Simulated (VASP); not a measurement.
# Al3Au (I4/mmm) in VASP: further runs

Runs on Al3Au. Level: PBE. Tasks: single point.

Program: VASP 6.6.1. These are calculated values, not measurements. Logs are shortened: lines on timing, memory, paths and dates and some standing lists are left out, and cuts for length are marked.

### 1 The cell of the first run

Symmetry: I4/mmm, No. 139, tetragonal system. Conventional cell: a = 4.136 Å, b = 4.136 Å, c = 8.772 Å, α = 90.00°, β = 90.00°, γ = 90.00°. Within 3.9 Å of Al (site symmetry -4m2) lie 8 Al at 2.92 to 3.01 Å and 4 Au at 3.01 Å. Al (site symmetry 4/mmm) has 4 Au at 2.92 Å and 8 Al at 3.01 Å within 3.9 Å. Au (site symmetry 4/mmm) has 12 Al at 2.92 to 3.01 Å within 3.9 Å.

### 2 Single point, PBE (strained)

Contents of INCAR:

```
PREC = Accurate
ENCUT = 520
EDIFF = 1E-7
ISMEAR = 0
SIGMA = 0.1
LREAL = F
LASPH = T
NELM = 100
ALGO = Normal
ISIF = 2
LWAVE = F
LCHARG = F
GGA = PE
NBANDS = 18
```

Contents of KPOINTS:

```
regular mesh
0
Gamma
  14 14 14
```

Contents of POSCAR:

```
Al3Au
1.0
   -2.0681687930      2.0681687930      4.3857930900
    2.0681687930     -2.0681687930      4.3857930900
    2.0681687930      2.0681687930     -4.3857930900
Al Au
3 1
Direct
    0.7500000000      0.2500000000      0.5000000000
    0.2500000000      0.7500000000      0.5000000000
    0.5000000000      0.5000000000      0.0000000000
    0.0000000000      0.0000000000      0.0000000000
```

Potentials or basis: VASP PAW PBE potentials, release 64 (Al, Au).

The run is started by

```sh
$ cat potpaw_PBE.64/Al/POTCAR potpaw_PBE.64/Au/POTCAR > POTCAR
$ mpirun -np 1 vasp_std > vasp.out
```

OUTCAR:

```text
PREC = Accurate
   ENCUT = 520
   EDIFF = 1E-7
   ISMEAR = 0
   LREAL = F
   LASPH = T
   NELM = 100
   ISIF = 2
   GGA = PE

 ion  position               nearest neighbor table
   1  0.750  0.250  0.500-   2 2.92   2 2.92   2 2.92   2 2.92   4 3.01   3 3.01   4 3.01   4 3.01
                             3 3.01   3 3.01   4 3.01   3 3.01
   2  0.250  0.750  0.500-   1 2.92   1 2.92   1 2.92   1 2.92   4 3.01   3 3.01   4 3.01   3 3.01
                             4 3.01   4 3.01   3 3.01   3 3.01
   3  0.500  0.500  0.000-   4 2.92   4 2.92   4 2.92   4 2.92   2 3.01   1 3.01   2 3.01   1 3.01
                             2 3.01   2 3.01   1 3.01   1 3.01
   4  0.000  0.000  0.000-   3 2.92   3 2.92   3 2.92   3 2.92   2 3.01   1 3.01   2 3.01   2 3.01
                             1 3.01   1 3.01   2 3.01   1 3.01

  LATTYP: Found a body centered tetragonal cell.
 ALAT       =     4.1363375860
 C/A-ratio  =     2.1206166077

  Lattice vectors:

 A1 = (  -2.0681687930,   2.0681687930,   4.3857930900)
 A2 = (   2.0681687930,  -2.0681687930,   4.3857930900)
 A3 = (   2.0681687930,   2.0681687930,  -4.3857930900)

Analysis of symmetry for initial positions (statically):
=====================================================================
 Subroutine PRICEL returns:
 Original cell was already a primitive cell.

 Routine SETGRP: Setting up the symmetry group for a
 body centered tetragonal supercell.

 Subroutine GETGRP returns: Found 16 space group operations
 (whereof 16 operations were pure point group operations)
 out of a pool of 16 trial point group operations.

The static configuration has the point symmetry D_4h.

Analysis of symmetry for dynamics (positions and initial velocities):
=====================================================================
 Subroutine PRICEL returns:
 Original cell was already a primitive cell.

 Routine SETGRP: Setting up the symmetry group for a
 body centered tetragonal supercell.

 Subroutine GETGRP returns: Found 16 space group operations
 (whereof 16 operations were pure point group operations)
 out of a pool of 16 trial point group operations.

The dynamic configuration has the point symmetry D_4h.

 Subroutine INISYM returns: Found 16 space group operations
 (whereof 16 operations are pure point group operations),
 and found     1 'primitive' translations

----------------------------------------------------------------------------------------

                                     Primitive cell

  volume of cell :      75.0378

  direct lattice vectors                    reciprocal lattice vectors
    -2.068168793  2.068168793  4.385793090     0.000000000  0.241759764  0.114004466
     2.068168793 -2.068168793  4.385793090     0.241759764  0.000000000  0.114004466
     2.068168793  2.068168793 -4.385793090     0.241759764  0.241759764  0.000000000

  length of vectors
     5.271605575  5.271605575  5.271605575     0.267291605  0.267291605  0.341899938

  position of ions in fractional coordinates (direct lattice)
     0.750000000  0.250000000  0.500000000
     0.250000000  0.750000000  0.500000000
     0.500000000  0.500000000  0.000000000
     0.000000000  0.000000000  0.000000000

  ion indices of the primitive-cell ions
   primitive index   ion index
                 1           1
                 2           2
                 3           3
                 4           4

----------------------------------------------------------------------------------------

 KPOINTS: regular mesh

Automatic generation of k-mesh.
 Grid dimensions read from file:
 generate k-points for:   14   14   14

 Generating k-lattice:

  Cartesian coordinates                     Fractional coordinates (reciprocal lattice)
     0.000000000  0.017268555  0.008143176     0.071428571  0.000000000  0.000000000
     0.017268555  0.000000000  0.008143176     0.000000000  0.071428571  0.000000000
     0.017268555  0.017268555  0.000000000     0.000000000  0.000000000  0.071428571

  Length of vectors
     0.019092257  0.019092257  0.024421424

  Shift w.r.t. Gamma in fractional coordinates (k-lattice)
     0.000000000  0.000000000  0.000000000

 Subroutine IBZKPT returns following result:
 ===========================================

 Found    244 irreducible k-points:

 Following reciprocal coordinates:
            Coordinates               Weight
  0.000000  0.000000  0.000000      1.000000
  0.071429  0.000000  0.000000      8.000000
  0.142857  0.000000 -0.000000      8.000000
  0.214286  0.000000 -0.000000      8.000000
  0.285714  0.000000  0.000000      8.000000
  0.357143  0.000000 -0.000000      8.000000
[... 16 lines left out ...]
  0.214286  0.142857  0.000000     16.000000
  0.285714  0.142857 -0.000000     16.000000
 [... further k-points ...]
   k-points           NKPTS =    244   k-points in BZ     NKDIM =    244   number of bands    NBANDS=     18
   number of dos      NEDOS =    301   number of ions     NIONS =      4
   total plane-waves  NPLWV =  64000
   dimension x,y,z NGX =    40 NGY =   40 NGZ =   40
   dimension x,y,z NGXF=    80 NGYF=   80 NGZF=   80
   ions per type =               3   1
   NGX,Y,Z   is equivalent  to a cutoff of  12.61, 12.61, 12.61 a.u.
   NGXF,Y,Z  is equivalent  to a cutoff of  25.23, 25.23, 25.23 a.u.
 SYSTEM =  unknown system
   PREC   = accura    normal or accurate (medium, high low for compatibility)
   ISTART =      0    job   : 0-new  1-cont  2-samecut
   ICHARG =      2    charge: 1-file 2-atom 10-const
   ISPIN  =      1    spin polarized calculation?
   LNONCOLLINEAR =      F non collinear calculations
   LSORBIT =      F    spin-orbit coupling
   LASPH  =      T    aspherical Exc in radial PAW
   ENCUT  =  520.0 eV  38.22 Ry    6.18 a.u.   9.80  9.80  9.80*2*pi/ulx,y,z
   NELM   =    100;   NELMIN=  2; NELMDL= -5     # of ELM steps
   EDIFF  = 0.1E-06   stopping-criterion for ELM
   LREAL  =      F    real-space projection
   EDIFFG = 0.1E-05   stopping-criterion for IOM
   NSW    =      0    number of steps for IOM
   IBRION =     -1    ionic relax: 0-MD 1-quasi-New 2-CG
   NFREE  =      0    steps in history (QN), initial steepest desc. (CG)
   ISIF   =      2    stress and relaxation
   ISYM   =      2    0-nonsym 1-usesym 2-fastsym
   POTIM  = 0.5000    time-step for ionic-motion
   TEBEG  =    0.0;   TEEND  =   0.0 temperature during run
   PSTRESS=    0.0 pullay stress
   NELECT =      20.0000    total number of electrons
   NUPDOWN=      -1.0000    fix difference up-down
   EMIN   =  10.00;   EMAX   =-10.00  energy-range for DOS
   EFERMI =   0.00;   METHOD = LEGACY
   ISMEAR =     0;   SIGMA  =   0.10  broadening in eV -4-tet -1-fermi 0-gaus
   EFERMI_NEDOS =   21; number of points for ismear=-14 and -15
   IALGO  =     38    algorithm
   IMIX   =      4    mixing-type and parameters
     AMIX     =   0.40;   BMIX     =  1.00
     AMIX_MAG =   1.60;   BMIX_MAG =  1.00
  volume/ion in A,a.u.               =      18.76       126.60
  Fermi-wavevector in a.u.,A,eV,Ry     =   1.053557  1.990934 15.102233  1.109983
  Thomas-Fermi vector in A             =   2.188683
   LORBIT       =      0    0 simple, 1 ext, 2 COOP (PROOUT), +10 PAW based schemes
   GGA     = PE    functional components
   LHFCALC =     F    Hartree Fock is set to
   AEXX    =    0.0000 exact exchange contribution
   IVDW    =     0    specifies the selected vdW correction
   LEPSILON=     F    determine dielectric tensor
   LRPA    =     F    only Hartree local field effects (RPA)
 non-spin polarized calculation
 Gauss-broadening in eV      SIGMA  =   0.10
  energy-cutoff  :      520.00
  volume of cell :       75.04
 maximum number of plane-waves:      2049
   NGX = 19   NGY = 19   NGZ = 19

 number of electron      19.9999999 magnetization

 Free energy of the ion-electron system (eV)
  ---------------------------------------------------
  ext. energy  EPLUGINS =         0.00000000
  ---------------------------------------------------
  free energy    TOTEN  =       -14.67970954 eV

  energy without entropy =      -14.67149343  energy(sigma->0) =      -14.67560148

 E-fermi :   7.3106     XC(G=0): -10.3402

 val. band max:        7.2999777860   @ k =  -0.2857   0.4286   0.0714
 cond. band min:       7.3113767029   @ k =  -0.4286  -0.4286   0.4286
 fundamental gap:      0.0113989169
 Fermi energy:         7.3106253769

 k-point     1 :       0.0000    0.0000    0.0000
  band No.  band energies     occupation
      1      -2.9039      2.00000
      2       1.8854      2.00000
      3       2.0253      2.00000
      4       2.3092      2.00000
      5       2.3092      2.00000
      6       2.6291      2.00000
[... 10 lines left out ...]
     17      13.8330      0.00000
     18      13.8330      0.00000

 k-point     2 :       0.0714    0.0000    0.0000
  band No.  band energies     occupation
      1      -2.8466      2.00000
      2       1.8887      2.00000
      3       2.0317      2.00000
      4       2.2538      2.00000
      5       2.3207      2.00000
      6       2.6065      2.00000
[... 10 lines left out ...]
     17      13.1432      0.00000
     18      13.5856      0.00000

 k-point     3 :       0.1429    0.0000   -0.0000
  band No.  band energies     occupation
      1      -2.6754      2.00000
      2       1.8670      2.00000
      3       2.0212      2.00000
      4       2.1678      2.00000
      5       2.3519      2.00000
      6       2.5465      2.00000
[... 10 lines left out ...]
     17      12.2155      0.00000
     18      13.1188      0.00000

 k-point     4 :       0.2143    0.0000   -0.0000
  band No.  band energies     occupation
      1      -2.3922      2.00000
      2       1.7098      2.00000
      3       1.9612      2.00000
      4       2.2192      2.00000
      5       2.3831      2.00000
      6       2.4787      2.00000
[... 375 lines left out ...]
      4       2.2292      2.00000
      5       2.3324      2.00000
      6       2.4555      2.00000
[... 10 lines left out ...]
     17      12.6645      0.00000
     18      14.6617      0.00000

 k-point    23 :       0.2143    0.1429    0.0000
  band No.  band energies     occupation
      1      -2.0476      2.00000
      2       1.5723      2.00000
      3       1.9017      2.00000
      4       2.2438      2.00000
      5       2.3275      2.00000
      6       2.4482      2.00000
[... 10 lines left out ...]
     17      13.8419      0.00000
     18      14.2776      0.00000

 k-point    24 :       0.2857    0.1429   -0.0000
  band No.  band energies     occupation
      1      -1.6246      2.00000
      2       1.3368      2.00000
      3       1.8100      2.00000
      4       2.1600      2.00000
      5       2.3919      2.00000
      6       2.4980      2.00000
[... 10 lines left out ...]
     17      13.3252      0.00000
     18      13.9906      0.00000

 [... further k-points ...]
[... 5 lines left out ...]
  --------------------------------------------------------------------------------------
  -------------------------------------------------------------------------------------
  Total       -3.3748152     -3.3748152     -4.2897088      0.0000000      0.0000000      0.0000000
  in kB      -72.0577159    -72.0577159    -91.5921610      0.0000000      0.0000000      0.0000000
  external PRESSURE =     -78.5691976 kB  Pullay stress =       0.0000000 kB

 VOLUME and BASIS-vectors are now :
 -----------------------------------------------------------------------------
  energy-cutoff  :      520.00
  volume of cell :       75.04
      direct lattice vectors                 reciprocal lattice vectors
    -2.068168793  2.068168793  4.385793090     0.000000000  0.241759764  0.114004466
     2.068168793 -2.068168793  4.385793090     0.241759764  0.000000000  0.114004466
     2.068168793  2.068168793 -4.385793090     0.241759764  0.241759764  0.000000000

 POSITION                                       TOTAL-FORCE (eV/Angst)
 -----------------------------------------------------------------------------------
      0.00000      2.06817      2.19290         0.000000     -0.000000      0.000000
      2.06817      0.00000      2.19290        -0.000000      0.000000      0.000000
      0.00000      0.00000      4.38579        -0.000000      0.000000     -0.000000
      0.00000      0.00000      0.00000        -0.000000      0.000000     -0.000000
 -----------------------------------------------------------------------------------
    total drift:                               -0.000000     -0.000000      0.000000

  FREE ENERGIE OF THE ION-ELECTRON SYSTEM (eV)
  ---------------------------------------------------
  free  energy   TOTEN  =       -14.6797095396 eV

  energy  without entropy=      -14.6714934289  energy(sigma->0) =      -14.67560148
```

It took 6.7 min on 1 thread of Intel Xeon Platinum 8259CL at 2.50GHz (Skylake/Cascade Lake), shared host; peak memory 0.46 GiB.

Results:

```yaml
Free_energy: -14.6797 eV
Pressure: -7.9 GPa
Band_gap_on_the_k_mesh: zero (band 10 reaches 9.48 eV, above the bottom of band 11 at 5.54 eV)
```

Stress tensor (GPa, compression positive):
```
-7.21  0.00  0.00
 0.00 -7.21  0.00
 0.00  0.00 -9.16
```

Caveat: the cell differs from its parent crystal (strained); spin-orbit coupling is left out, which moves the levels of the heavy elements.

### 3 Single point, PBE (strained)

Contents of INCAR:

```
SYSTEM = Al3Au
PREC     = Accurate       ! precision mode
ENCUT    = 520            ! plane-wave cutoff, eV
EDIFF    = 1E-6           ! SCF threshold, eV
ISMEAR   = 0              ! smearing method
SIGMA    = 0.1            ! smearing width, eV
LREAL    = .False.        ! projectors in reciprocal space
LASPH    = .True.         ! aspherical terms in the spheres
NELM     = 100            ! most SCF steps
ALGO     = Normal         ! electronic algorithm
ISIF     = 2              ! what is computed and relaxed
LWAVE    = .False.        ! write WAVECAR
LCHARG   = .True.         ! write CHGCAR
GGA      = PE             ! functional
LELF     = .True.         ! ELF
LVHAR    = .True.       
NBANDS   = 18             ! bands
```

Contents of KPOINTS:

```
regular mesh
0
Gamma
  14 14 14
  0 0 0
```

Contents of POSCAR:

```
Al3Au
1.0
   -1.9388107742      1.9388107742      4.1266980480
    1.9388107742     -1.9388107742      4.1266980480
    1.9388107742      1.9388107742     -4.1266980480
Al Au
3 1
Direct
    0.7500000000      0.2500000000      0.5000000000
    0.2500000000      0.7500000000      0.5000000000
    0.5000000000      0.5000000000      0.0000000000
    0.0000000000      0.0000000000      0.0000000000
```

Potentials or basis: VASP PAW PBE potentials, release 64 (Al, Au).

The run is started by

```sh
$ cat potpaw_PBE.64/Al/POTCAR potpaw_PBE.64/Au/POTCAR > POTCAR
$ mpirun -np 1 vasp_std > vasp.out
```

OUTCAR:

```text
SYSTEM = Al3Au
   PREC = Accurate
   ENCUT = 520
   EDIFF = 1E-6
   ISMEAR = 0
   LREAL = .False.
   LASPH = .True.
   NELM = 100
   ISIF = 2
   GGA = PE

 ion  position               nearest neighbor table
   1  0.750  0.250  0.500-   2 2.74   2 2.74   2 2.74   2 2.74   3 2.83   3 2.83   4 2.83   4 2.83
                             4 2.83   3 2.83   4 2.83   3 2.83
   2  0.250  0.750  0.500-   1 2.74   1 2.74   1 2.74   1 2.74   4 2.83   4 2.83   3 2.83   3 2.83
                             4 2.83   3 2.83   4 2.83   3 2.83
   3  0.500  0.500  0.000-   4 2.74   4 2.74   4 2.74   4 2.74   2 2.83   2 2.83   1 2.83   1 2.83
                             2 2.83   1 2.83   2 2.83   1 2.83
   4  0.000  0.000  0.000-   3 2.74   3 2.74   3 2.74   3 2.74   1 2.83   1 2.83   2 2.83   2 2.83
                             2 2.83   1 2.83   2 2.83   1 2.83

  LATTYP: Found a body centered tetragonal cell.
 ALAT       =     3.8776215484
 C/A-ratio  =     2.1284686999

  Lattice vectors:

 A1 = (  -1.9388107742,   1.9388107742,   4.1266980480)
 A2 = (   1.9388107742,  -1.9388107742,   4.1266980480)
 A3 = (   1.9388107742,   1.9388107742,  -4.1266980480)

Analysis of symmetry for initial positions (statically):
[... 174 lines left out ...]
  free energy    TOTEN  =       -14.76514704 eV

  energy without entropy =      -14.75665597  energy(sigma->0) =      -14.76090151

 E-fermi :   9.6985     XC(G=0): -11.1422

 val. band max:        9.6974754220   @ k =   0.1429   0.1429  -0.0000
 cond. band min:       9.6992641590   @ k =  -0.2857  -0.4286   0.0714
 fundamental gap:      0.0017887370
 Fermi energy:         9.6984927257

 k-point     1 :       0.0000    0.0000    0.0000
  band No.  band energies     occupation
      1      -2.1180      2.00000
      2       3.1046      2.00000
      3       3.1842      2.00000
      4       3.6211      2.00000
      5       3.6211      2.00000
      6       4.0481      2.00000
[... 481 lines left out ...]
      5       3.7149      2.00000
      6       3.8574      2.00000
[... 10 lines left out ...]
     17      16.5147      0.00000
     18      17.2519      0.00000

 [... further k-points ...]
[... 5 lines left out ...]
  --------------------------------------------------------------------------------------
  -------------------------------------------------------------------------------------
  Total        4.3298605      4.3298605      1.4312277      0.0000000      0.0000000      0.0000000
  in kB      111.8023554    111.8023554     36.9560701      0.0000000      0.0000000      0.0000000
  external PRESSURE =      86.8535936 kB  Pullay stress =       0.0000000 kB

 VOLUME and BASIS-vectors are now :
 -----------------------------------------------------------------------------
  energy-cutoff  :      520.00
  volume of cell :       62.05
      direct lattice vectors                 reciprocal lattice vectors
    -1.938810774  1.938810774  4.126698048     0.000000000  0.257890046  0.121162245
     1.938810774 -1.938810774  4.126698048     0.257890046  0.000000000  0.121162245
     1.938810774  1.938810774 -4.126698048     0.257890046  0.257890046  0.000000000

 POSITION                                       TOTAL-FORCE (eV/Angst)
 -----------------------------------------------------------------------------------
      0.00000      1.93881      2.06335        -0.000000     -0.000000     -0.000000
      1.93881      0.00000      2.06335         0.000000      0.000000      0.000000
      0.00000      0.00000      4.12670         0.000000     -0.000000     -0.000000
      0.00000      0.00000      0.00000         0.000000     -0.000000     -0.000000
 -----------------------------------------------------------------------------------
    total drift:                               -0.000000     -0.000000      0.000000

  FREE ENERGIE OF THE ION-ELECTRON SYSTEM (eV)
  ---------------------------------------------------
  free  energy   TOTEN  =       -14.7651470432 eV

  energy  without entropy=      -14.7566559707  energy(sigma->0) =      -14.76090151
```

It took 7 min on 1 thread of Intel Xeon Platinum 8259CL at 2.50GHz (Skylake/Cascade Lake), shared host; peak memory 0.42 GiB.

Results:

| Item | Value |
| --- | --- |
| Free energy | -14.7651 eV |
| Pressure | 8.7 GPa |
| Band gap on the k mesh | zero (band 10 reaches 12.24 eV, above the bottom of band 11 at 8.13 eV) |

Stress tensor (GPa, compression positive):
```
11.18  0.00  0.00
 0.00 11.18  0.00
 0.00  0.00  3.70
```

Levels at points of the mesh, in eV from the Fermi level:
```
           k point  band 6  band 7  band 8  band 9  band 10  band 11  band 12  band 13  band 14  band 15
(0.00, 0.00, 0.00)   -5.65   -3.39   -0.30    0.10     0.10     0.84     0.84     0.84     1.30     3.00
(0.50, 0.00, 0.00)   -5.72   -5.02   -4.03   -2.06     0.63     1.75     1.90     3.58     4.08     4.96
(0.50, 0.50, 0.00)   -5.08   -4.79   -4.68   -4.26    -2.08    -1.57     1.63     2.48     3.41     4.02
(0.50, 0.50, 0.50)   -5.67   -5.61   -2.42   -2.42    -0.02     1.68     5.21     5.51     5.51     6.09
```

Caveat: the cell differs from its parent crystal (strained); spin-orbit coupling is left out, which moves the levels of the heavy elements.
